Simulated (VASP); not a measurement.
Write the native input for VASP 6.6.1 that does the following.

```yaml
Task: G0W0 quasiparticle levels
Functional: PBE
Potentials_or_basis: VASP PAW PBE potentials, release 64 (Ga_d_GW, N_GW)
Cutoff: 500 eV
k_mesh: 6 × 6 × 6
Occupations: gaussian, width 0.01 eV
Spin: no spin polarisation
Dipole_correction: no
GW_scheme: G0W0
GW_iterations: 1
Cutoff_of_the_response_function: 150
Frequency_points: 96
Empty_bands: 100
Further_INCAR_settings: ALGO = EVGW0; EDIFF = 1e-08; NBANDS = 109
```

GaN:

```
Ga N
1.0
     0.00000    2.29393    2.29393
     2.29393    0.00000    2.29393
     2.29393    2.29393    0.00000
Ga N
1 1
Cartesian
  0.0000 0.0000 0.0000
  1.1470 1.1470 1.1470
```

The input as run:

POSCAR

```
GaN
1.0
    0.0000000000      2.2939315919      2.2939315919
    2.2939315919      0.0000000000      2.2939315919
    2.2939315919      2.2939315919      0.0000000000
Ga N
1 1
Direct
    0.0000000000      0.0000000000      0.0000000000
    0.2500000000      0.2500000000      0.2500000000
```

INCAR.step1

```
PREC     = Accurate       # precision mode
ENCUT    = 500            # plane-wave cutoff, eV
EDIFF    = 1E-8           # SCF threshold, eV
ISMEAR   = 0              # smearing method
SIGMA    = 0.01           # smearing width, eV
LREAL    = False          # projectors in reciprocal space
LASPH    = True           # aspherical terms in the spheres
NELM     = 100            # most SCF steps
ALGO     = Normal         # electronic algorithm
LWAVE    = True           # write WAVECAR
LCHARG   = False          # write CHGCAR
GGA      = PE             # functional
```

INCAR.step2

```
PREC     = Accurate       # precision mode
ENCUT    = 500            # plane-wave cutoff, eV
EDIFF    = 1E-8           # SCF threshold, eV
ISMEAR   = 0              # smearing method
SIGMA    = 0.01           # smearing width, eV
LREAL    = False          # projectors in reciprocal space
LASPH    = True           # aspherical terms in the spheres
NELM     = 1              # most SCF steps
ALGO     = Exact          # electronic algorithm
LWAVE    = True           # write WAVECAR
LCHARG   = False          # write CHGCAR
GGA      = PE             # functional
NBANDS   = 109            # bands
LOPTICS  = True           # frequency-dependent dielectric function
ISTART   = 1
```

INCAR.step3

```
PREC     = Accurate       # precision mode
ENCUT    = 500            # plane-wave cutoff, eV
EDIFF    = 1E-8           # SCF threshold, eV
ISMEAR   = 0              # smearing method
SIGMA    = 0.01           # smearing width, eV
LREAL    = False          # projectors in reciprocal space
LASPH    = True           # aspherical terms in the spheres
ALGO     = EVGW0          # electronic algorithm
LWAVE    = False          # write WAVECAR
LCHARG   = False          # write CHGCAR
GGA      = PE             # functional
NELMGW   = 1            
NBANDS   = 109            # bands
ENCUTGW  = 150.0          # cutoff of the response function
NOMEGA   = 96             # frequency points
PRECFOCK = Fast         
ISTART   = 1            
NBANDSGW = 17           
OMEGAMAX = 20
```

KPOINTS

```
Automatic mesh
0
Gamma
  6 6 6
```

Potentials or basis: VASP PAW PBE potentials, release 64 (Ga_d_GW, N_GW).

Command:

```bash
$ cat potpaw_PBE.64/Ga_d_GW/POTCAR potpaw_PBE.64/N_GW/POTCAR > POTCAR
$ cp INCAR.step1 INCAR
$ mpirun -np 1 vasp_std > vasp.out
$ cp INCAR.step2 INCAR
$ mpirun -np 1 vasp_std > vasp.out
$ cp INCAR.step3 INCAR
$ mpirun -np 1 vasp_std > vasp.out
```

It gave:

| Property | Result |
| --- | --- |
| Quasiparticle gap | 2.39 eV |
| Least direct quasiparticle gap | 2.39 eV |
| Band gap of the starting levels on the mesh | 1.38 eV |
| Least direct gap of the starting levels on the mesh | 1.38 eV |

Caveat: the k points lie up to 0.40 Å⁻¹ apart; bands, screening cutoff and mesh are small and nothing is extrapolated, so the quasiparticle values aren't converged; the structure was generated, so it needn't be the stable form of GaN.

It took 6.4 min on 1 thread of AMD EPYC 9R45 96-Core Processor (Zen 5), on a shared host, peak memory 0.49 GiB.
